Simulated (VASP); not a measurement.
# H4C2O3 in VASP: notebook

The runs below take H4C2O3 through single point, with LDA.

All numbers are computed with VASP 6.6.1; they aren't measurements. Logs are shortened: lines on timing, memory, paths and dates and some standing lists are left out, and cuts for length are marked.

## (1) The cell of the first run

The cell holds an amorphous packing of atoms, 27 atoms: a = 6.217 Å, b = 6.217 Å, c = 6.217 Å, α = 90.00°, β = 90.00°, γ = 90.00°.

## (2) Single point, LDA

File INCAR:

```
SYSTEM = H4C2O3
ALGO     = Normal         ! electronic algorithm
EDIFF    = 1E-6           ! SCF threshold, eV
ENCUT    = 520            ! plane-wave cutoff, eV
GGA      = CA             ! functional
ISIF     = 2              ! what is computed and relaxed
ISMEAR   = -1             ! smearing method
LASPH    = .TRUE.         ! aspherical terms in the spheres
LCHARG   = .FALSE.        ! write CHGCAR
LREAL    = Auto         
LWAVE    = .FALSE.        ! write WAVECAR
NBANDS   = 64             ! bands
NELM     = 100            ! most SCF steps
PREC     = Accurate       ! precision mode
SIGMA    = 0.02           ! smearing width, eV
```

File KPOINTS:

```
k-points
0
G
  1 1 1
  0 0 0
```

File POSCAR:

```
H4C2O3
1.0
    6.2165030000      0.0000000000      0.0000000000
    0.0000000000      6.2165030000      0.0000000000
    0.0000000000      0.0000000000      6.2165030000
O C H
9 6 12
Direct
    0.3211934427      0.9406413863      0.9949323599
    0.9174933238      0.0477760567      0.8340863022
    0.6742858485      1.1464966718      0.3321159822
    0.3116060589      0.3118312659      1.0383651387
    0.5907501372      0.2667737794      0.8113243089
    0.9172520306      0.8430141512      0.1473336376
    1.0641352542      0.6295340001     -0.1005870986
    0.4579584374      0.4583123341      0.4288263031
    0.7841064341      0.5852003932      0.5299603330
    0.4332821845      0.7828356232      0.9553763587
    0.9023079374      0.2424996819      0.8391534598
    0.5809536326      1.0016403113      0.4295501828
    0.4996539051      0.3582078220      0.9737307293
    1.0100534014      0.6717763990      0.0892302312
    0.5866159801      0.5884176361      0.5284321426
    0.6054207647      0.7887231776      0.9770284033
    0.3308290851      0.6380275213      0.8850635156
    0.9586096878      0.3285448427      0.9860688558
    0.9271933111      0.3411242623      0.6928975985
    0.5516284638      0.8399255980      0.3362983980
    0.5408989588      1.0136567134      0.5971041919
    0.3008282953      0.1457893610      1.0147988347
    0.5806158221      0.5050267007      1.0595506831
    0.9092571821      0.9456281128     -0.0190299916
    1.0154744557      0.5493763938      0.2285851064
    0.5561486900      0.3379391919      0.3831414543
    0.5053966836      0.7054931044      0.6320273633
```

Potentials or basis: VASP PAW LDA potentials, release 64 (O, C, H).

On the command line:

```bash
$ cat potpaw_LDA.64/O/POTCAR potpaw_LDA.64/C/POTCAR potpaw_LDA.64/H/POTCAR > POTCAR
$ mpirun -np 1 vasp_gam > vasp.out
```

OUTCAR:

```text
SYSTEM = H4C2O3
   EDIFF = 1E-6
   ENCUT = 520
   GGA = CA
   ISIF = 2
   ISMEAR = -1
   LASPH = .TRUE.
   LREAL = Auto
   NELM = 100
   PREC = Accurate

 ion  position               nearest neighbor table
   1  0.321  0.941  0.995-  10 1.23  22 1.29
   2  0.917  0.048  0.834-  24 1.11  11 1.21
   3  0.674  0.146  0.332-  12 1.23
   4  0.312  0.312  0.038-  22 1.04  13 1.27
   5  0.591  0.267  0.811-  13 1.29  11 1.95
   6  0.917  0.843  0.147-  24 1.22  14 1.26
   7  0.064  0.630  0.899-  14 1.25
   8  0.458  0.458  0.429-  26 1.01  15 1.30
   9  0.784  0.585  0.530-  15 1.23
  10  0.433  0.783  0.955-  16 1.08  17 1.19   1 1.23
  11  0.902  0.242  0.839-  19 1.11  18 1.11   2 1.21   5 1.95
  12  0.581  0.002  0.430-  21 1.07  20 1.17   3 1.23
  13  0.500  0.358  0.974-  23 1.17   4 1.27   5 1.29
  14  0.010  0.672  0.089-  25 1.15   7 1.25   6 1.26
  15  0.587  0.588  0.528-  27 1.10   9 1.23   8 1.30
  16  0.605  0.789  0.977-  10 1.08
  17  0.331  0.638  0.885-  10 1.19
  18  0.959  0.329  0.986-  11 1.11
  19  0.927  0.341  0.693-  11 1.11
  20  0.552  0.840  0.336-  12 1.17
  21  0.541  0.014  0.597-  12 1.07
  22  0.301  0.146  0.015-   4 1.04   1 1.29
  23  0.581  0.505  0.060-  13 1.17
  24  0.909  0.946  0.981-   2 1.11   6 1.22
  25  0.015  0.549  0.229-  14 1.15
  26  0.556  0.338  0.383-   8 1.01
  27  0.505  0.705  0.632-  15 1.10

  LATTYP: Found a simple cubic cell.
 ALAT       =     6.2165030000

  Lattice vectors:

 A1 = (   6.2165030000,   0.0000000000,   0.0000000000)
 A2 = (   0.0000000000,   6.2165030000,   0.0000000000)
 A3 = (   0.0000000000,   0.0000000000,   6.2165030000)

Analysis of symmetry for initial positions (statically):
=====================================================================
 Subroutine PRICEL returns:
 Original cell was already a primitive cell.

 Routine SETGRP: Setting up the symmetry group for a
 simple cubic supercell.

 Subroutine GETGRP returns: Found  1 space group operations
 (whereof  1 operations were pure point group operations)
 out of a pool of 48 trial point group operations.

The static configuration has the point symmetry C_1 .

Analysis of symmetry for dynamics (positions and initial velocities):
=====================================================================
 Subroutine PRICEL returns:
 Original cell was already a primitive cell.

 Routine SETGRP: Setting up the symmetry group for a
 simple cubic supercell.

 Subroutine GETGRP returns: Found  1 space group operations
 (whereof  1 operations were pure point group operations)
 out of a pool of 48 trial point group operations.

The dynamic configuration has the point symmetry C_1 .

 Subroutine INISYM returns: Found  1 space group operations
 (whereof  1 operations are pure point group operations),
 and found     1 'primitive' translations

----------------------------------------------------------------------------------------

                                     Primitive cell

  volume of cell :     240.2362

  direct lattice vectors                    reciprocal lattice vectors
     6.216503000  0.000000000  0.000000000     0.160862144  0.000000000  0.000000000
     0.000000000  6.216503000  0.000000000     0.000000000  0.160862144  0.000000000
     0.000000000  0.000000000  6.216503000     0.000000000  0.000000000  0.160862144

  length of vectors
     6.216503000  6.216503000  6.216503000     0.160862144  0.160862144  0.160862144

  position of ions in fractional coordinates (direct lattice)
     0.321193443  0.940641386  0.994932360
     0.917493324  0.047776057  0.834086302
     0.674285848  0.146496672  0.332115982
     0.311606059  0.311831266  0.038365139
     0.590750137  0.266773779  0.811324309
     0.917252031  0.843014151  0.147333638
[... 19 lines left out ...]
     0.556148690  0.337939192  0.383141454
     0.505396684  0.705493104  0.632027363

  ion indices of the primitive-cell ions
   primitive index   ion index
                 1           1
                 2           2
                 3           3
                 4           4
                 5           5
                 6           6
[... 19 lines left out ...]
                26          26
                27          27

----------------------------------------------------------------------------------------

 KPOINTS: k-points

Automatic generation of k-mesh.
 Grid dimensions read from file:
 generate k-points for:    1    1    1

 Generating k-lattice:

  Cartesian coordinates                     Fractional coordinates (reciprocal lattice)
     0.160862144  0.000000000  0.000000000     1.000000000  0.000000000  0.000000000
     0.000000000  0.160862144  0.000000000     0.000000000  1.000000000  0.000000000
     0.000000000  0.000000000  0.160862144     0.000000000  0.000000000  1.000000000

  Length of vectors
     0.160862144  0.160862144  0.160862144

  Shift w.r.t. Gamma in fractional coordinates (k-lattice)
     0.000000000  0.000000000  0.000000000

 Subroutine IBZKPT returns following result:
 ===========================================

 Found      1 irreducible k-points:

 Following reciprocal coordinates:
            Coordinates               Weight
  0.000000  0.000000  0.000000      1.000000
   k-points           NKPTS =      1   k-points in BZ     NKDIM =      1   number of bands    NBANDS=     64
   number of dos      NEDOS =    301   number of ions     NIONS =     27
   total plane-waves  NPLWV = 110592
   dimension x,y,z NGX =    48 NGY =   48 NGZ =   48
   dimension x,y,z NGXF=    96 NGYF=   96 NGZF=   96
   ions per type =               9   6  12
   NGX,Y,Z   is equivalent  to a cutoff of  12.84, 12.84, 12.84 a.u.
   NGXF,Y,Z  is equivalent  to a cutoff of  25.67, 25.67, 25.67 a.u.
 SYSTEM =  H4C2O3
   PREC   = accura    normal or accurate (medium, high low for compatibility)
   ISTART =      0    job   : 0-new  1-cont  2-samecut
   ICHARG =      2    charge: 1-file 2-atom 10-const
   ISPIN  =      1    spin polarized calculation?
   LNONCOLLINEAR =      F non collinear calculations
   LSORBIT =      F    spin-orbit coupling
   LASPH  =      T    aspherical Exc in radial PAW
   ENCUT  =  520.0 eV  38.22 Ry    6.18 a.u.  11.56 11.56 11.56*2*pi/ulx,y,z
   NELM   =    100;   NELMIN=  2; NELMDL= -5     # of ELM steps
   EDIFF  = 0.1E-05   stopping-criterion for ELM
   LREAL  =      T    real-space projection
   EDIFFG = 0.1E-04   stopping-criterion for IOM
   NSW    =      0    number of steps for IOM
   IBRION =     -1    ionic relax: 0-MD 1-quasi-New 2-CG
   NFREE  =      0    steps in history (QN), initial steepest desc. (CG)
   ISIF   =      2    stress and relaxation
   ISYM   =      2    0-nonsym 1-usesym 2-fastsym
   POTIM  = 0.5000    time-step for ionic-motion
   TEBEG  =    0.0;   TEEND  =   0.0 temperature during run
   PSTRESS=    0.0 pullay stress
   NELECT =      90.0000    total number of electrons
   NUPDOWN=      -1.0000    fix difference up-down
   EMIN   =  10.00;   EMAX   =-10.00  energy-range for DOS
   EFERMI =   0.00;   METHOD = LEGACY
   ISMEAR =    -1;   SIGMA  =   0.02  broadening in eV -4-tet -1-fermi 0-gaus
   EFERMI_NEDOS =   21; number of points for ismear=-14 and -15
   IALGO  =     38    algorithm
   IMIX   =      4    mixing-type and parameters
     AMIX     =   0.40;   BMIX     =  1.00
     AMIX_MAG =   1.60;   BMIX_MAG =  1.00
  volume/ion in A,a.u.               =       8.90        60.04
  Fermi-wavevector in a.u.,A,eV,Ry     =   1.180165  2.230189 18.950061  1.392790
  Thomas-Fermi vector in A             =   2.316463
   LORBIT       =      0    0 simple, 1 ext, 2 COOP (PROOUT), +10 PAW based schemes
   GGA     = CA    functional components
   LHFCALC =     F    Hartree Fock is set to
   AEXX    =    0.0000 exact exchange contribution
   IVDW    =     0    specifies the selected vdW correction
   LEPSILON=     F    determine dielectric tensor
   LRPA    =     F    only Hartree local field effects (RPA)
 non-spin polarized calculation
  energy-cutoff  :      520.00
  volume of cell :      240.24
 maximum number of plane-waves:      3226
 NGX is ok and might be reduce to    48
   NGX = 23   NGY = 23   NGZ = 23

 number of electron      90.0000019 magnetization

 Free energy of the ion-electron system (eV)
  ---------------------------------------------------
  ext. energy  EPLUGINS =         0.00000000
  ---------------------------------------------------
  free energy    TOTEN  =      -166.17349352 eV

  energy without entropy =     -166.17349352  energy(sigma->0) =     -166.17349352

 E-fermi :  -0.1147     XC(G=0):  -8.9022

 val. band max:       -0.7054759440   @ k =   0.0000   0.0000   0.0000
 cond. band min:       1.4319519675   @ k =   0.0000   0.0000   0.0000
 fundamental gap:      2.1374279114
 Fermi energy:        -0.1147252997

 k-point     1 :       0.0000    0.0000    0.0000
  band No.  band energies     occupation
      1     -23.5134      2.00000
      2     -23.0340      2.00000
      3     -22.3320      2.00000
      4     -22.2080      2.00000
      5     -22.1441      2.00000
      6     -21.4030      2.00000
[... 49 lines left out ...]
     56       7.4941      0.00000
     57       7.7978      0.00000
 [bands above 57 left out]

------------------------ aborting loop because EDIFF is reached ----------------------------------------

  FORCE on cell =-STRESS in cart. coord.  units (eV):
  Direction    XX          YY          ZZ          XY          YZ          ZX
  --------------------------------------------------------------------------------------
  -------------------------------------------------------------------------------------
  Total        4.2179462     15.4429792      0.8133107     -3.1108844     -2.5260962     -0.1063263
  in kB       28.1302232    102.9919368      5.4241118    -20.7470339    -16.8469786     -0.7091087
  external PRESSURE =      45.5154239 kB  Pullay stress =       0.0000000 kB

 VOLUME and BASIS-vectors are now :
 -----------------------------------------------------------------------------
  energy-cutoff  :      520.00
  volume of cell :      240.24
      direct lattice vectors                 reciprocal lattice vectors
     6.216503000  0.000000000  0.000000000     0.160862144  0.000000000  0.000000000
     0.000000000  6.216503000  0.000000000     0.000000000  0.160862144  0.000000000
     0.000000000  0.000000000  6.216503000     0.000000000  0.000000000  0.160862144

 POSITION                                       TOTAL-FORCE (eV/Angst)
 -----------------------------------------------------------------------------------
      1.99670      5.84750      6.18500         0.101164     -1.458632      0.146640
      5.70360      0.29700      5.18510        -0.159550     -2.651330     -2.052606
      4.19170      0.91070      2.06460        -1.079790     -1.052324      0.725907
      1.93710      1.93850      0.23850         0.442008      0.369410      0.369179
      3.67240      1.65840      5.04360        -0.946648      1.299634      2.780995
      5.70210      5.24060      0.91590        -0.617514      0.433608      0.305292
[... 19 lines left out ...]
      3.45730      2.10080      2.38180         0.496957     -0.693622     -0.394059
      3.14180      4.38570      3.92900        -0.697915      0.296880      0.459352
 -----------------------------------------------------------------------------------
    total drift:                                0.000720      0.012732      0.002331

  FREE ENERGIE OF THE ION-ELECTRON SYSTEM (eV)
  ---------------------------------------------------
  free  energy   TOTEN  =      -166.1734935233 eV

  energy  without entropy=     -166.1734935233  energy(sigma->0) =     -166.17349352
```

Wall time 20 s (1 thread of AMD EPYC 7R13 (Zen 3), shared host); peak memory 0.21 GiB.

Results:

- Free energy: -166.1735 eV
- Pressure: 4.6 GPa
- Largest force: 3.559 eV/Å
- Band gap on the k mesh: 2.14 eV

Forces in eV/Å, atoms in the order of the input:
```
O    0.101 -1.459  0.147
O   -0.160 -2.651 -2.053
O   -1.080 -1.052  0.726
O    0.442  0.369  0.369
O   -0.947  1.300  2.781
O   -0.618  0.434  0.305
O   -0.567  0.151  1.199
O   -0.627  0.811 -0.021
O   -0.732 -0.137 -0.472
C   -1.845  0.426 -1.261
C    0.801  2.630  0.018
C    1.496 -0.728 -3.147
C    1.726  0.930 -1.615
C   -0.300 -1.784 -0.381
C    1.689  0.075  0.747
H    1.393  0.174  0.216
H    0.856  0.987  0.695
H   -1.071  0.020  0.173
H   -0.182 -0.130 -0.042
H    0.098  1.314  0.629
H   -0.521  0.304  1.228
H   -0.129 -0.457 -0.146
H   -0.284 -1.728 -0.368
H    0.289  0.324  0.930
H    0.372  0.274 -0.723
H    0.497 -0.694 -0.394
H   -0.698  0.297  0.459
```

Stress tensor (GPa, compression positive):
```
 2.81 -2.07 -0.07
-2.07 10.30 -1.68
-0.07 -1.68  0.54
```

Caveat: the k points lie up to 1.01 Å⁻¹ apart.

## (3) Single point, LDA

This run uses another cell than the first one, of 9.54 Å³/atom, 1.072 times its volume.

File INCAR:

```
SYSTEM = H4C2O3
PREC = Accurate
ENCUT = 520
EDIFF = 1E-7
ISMEAR = -1
SIGMA = 0.02
LREAL = Auto
LASPH = .TRUE.
NELM = 80
ALGO = Normal
ISIF = 2
LWAVE = .FALSE.
LCHARG = .FALSE.
GGA = CA
NBANDS = 64
```

File KPOINTS:

```
regular mesh
0
G
  1 1 1
  0 0 0
```

File POSCAR:

```
H4C2O3
1.0
    6.3627620000      0.0000000000      0.0000000000
    0.0000000000      6.3627620000      0.0000000000
    0.0000000000      0.0000000000      6.3627620000
O C H
9 6 12
Direct
    0.3043961097      0.9295648651      0.9618150105
    0.9171017241      0.0688380298      0.8198797943
    0.6603893089      1.1494064999      0.2957206320
    0.3272006717      0.3083409375      1.0468409788
    0.6012483258      0.2887425304      0.8249090568
    0.8962774342      0.8745573070      0.1311851677
    1.0317217586      0.6282963279     -0.0703153756
    0.4689787234      0.4659768824      0.4256642005
    0.7988826236      0.5567550696      0.5385239932
    0.4416635417      0.8030631980      0.9376431179
    0.8840500399      0.2627475301      0.8589351605
    0.5934686855      1.0004931820      0.3923453368
    0.5093699874      0.3589636073      0.9822463892
    0.9815077163      0.6981244937      0.1111309837
    0.6077077848      0.5752061762      0.5422330743
    0.6213653756      0.8129331256      0.9168345445
    0.3723383021      0.6415138583      0.9597561562
    0.8741172466      0.3179436855      1.0225276382
    0.9192077277      0.3815638554      0.7438593491
    0.6167133078      0.8379065569      0.3262262521
    0.5315458915      1.0343464049      0.5419973276
    0.2709986638      0.1586575138      1.0183627802
    0.5934529690      0.4503547359      1.0969292895
    0.9182961739      0.9666871085     -0.0105300183
    1.0051138169      0.5953075095      0.2477226085
    0.5636860219      0.3279707775      0.3812023772
    0.5144621157      0.7000576165      0.6422368148
```

Potentials or basis: VASP PAW LDA potentials, release 64 (O, C, H).

On the command line:

```bash
$ cat potpaw_LDA.64/O/POTCAR potpaw_LDA.64/C/POTCAR potpaw_LDA.64/H/POTCAR > POTCAR
$ mpirun -np 1 vasp_gam > vasp.out
```

Run time: 22 s. Hardware: 1 thread of AMD EPYC 7R13 (Zen 3), shared host; peak memory 0.21 GiB.

Results (log left out):

```yaml
Free_energy: -166.6884 eV
Pressure: 3.5 GPa
Largest_force: 5.114 eV/Å
Band_gap_on_the_k_mesh: 1.84 eV
```

Forces in eV/Å, atoms in the order of the input:
```
O   -0.395  2.044  0.516
O    0.249  0.948 -0.065
O    0.002  0.780 -0.460
O   -1.411 -0.008  0.495
O   -0.768 -0.120 -0.301
O   -0.577  0.979  2.329
O   -0.245  0.815  2.512
O    1.880 -0.105  0.834
O   -1.096  0.374 -0.065
C    0.801 -2.186  0.234
C   -0.143 -1.356 -0.028
C    1.004 -1.089 -1.162
C    0.185 -0.868 -0.072
C    1.411 -2.793 -4.044
C   -0.968  0.193 -0.374
H   -0.840  0.851  0.128
H    0.337 -0.393 -0.440
H    0.379 -0.095  0.250
H    0.335  0.388 -0.498
H   -0.234  0.462  0.124
H   -1.118 -0.172  2.024
H    0.875  0.053 -1.062
H    0.641  0.868  0.423
H   -0.368  0.391 -1.291
H   -0.088 -0.039  0.707
H   -0.625  0.910 -0.234
H    0.778 -0.833 -0.482
```

Stress tensor (GPa, compression positive):
```
 0.43 -0.43 -0.20
-0.43  6.90 -2.29
-0.20 -2.29  3.04
```

Levels at points of the mesh, in eV from the valence-band top:
```csv
k point,band 42,band 43,band 44,band 45,band 46,band 47,band 48,band 49
"(0.00, 0.00, 0.00)",-1.38,-1.25,-0.33,0.00,1.84,2.18,3.33,3.96
```

Caveat: the k points lie up to 0.99 Å⁻¹ apart.
